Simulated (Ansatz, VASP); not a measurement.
# CaSe in VASP and in Ansatz

```
CELL_PARAMETERS angstrom
0.00000 3.30000 3.30000
3.30000 0.00000 3.30000
3.30000 3.30000 0.00000
ATOMIC_POSITIONS crystal
Ca 0.00000 0.00000 0.00000
Se 0.75000 0.75000 0.75000
```

Alike in both runs: task single point; functional LDA; k mesh 6 × 6 × 6; occupations gaussian, width 0.05 eV; no spin polarisation.

```csv
,VASP,Ansatz
version,VASP 6.6.1,Ansatz 0.2.0
potentials or method,"VASP PAW LDA potentials, release 64 (Ca_sv, Se), cutoff 520 eV","scalar-relativistic, plane waves, PAW"
valence electrons in the cell,16,26
```

Ansatz gave:

* gap on the k mesh at the Fermi level (eV): 2.88
* least direct gap on the mesh (eV): 2.97
* pressure (GPa): -2.7

Q: What did VASP give for the same quantities?

A: gap on the k mesh at the Fermi level (eV): 2.89; least direct gap on the mesh (eV): 2.99; pressure (GPa): -2.6.

LDA's correlation is that of Perdew and Zunger in VASP and of Perdew and Wang (1992) in Ansatz. VASP's potentials hold 16 valence electrons a cell and Ansatz's 26, so a difference there can come from the potentials and not from the codes.
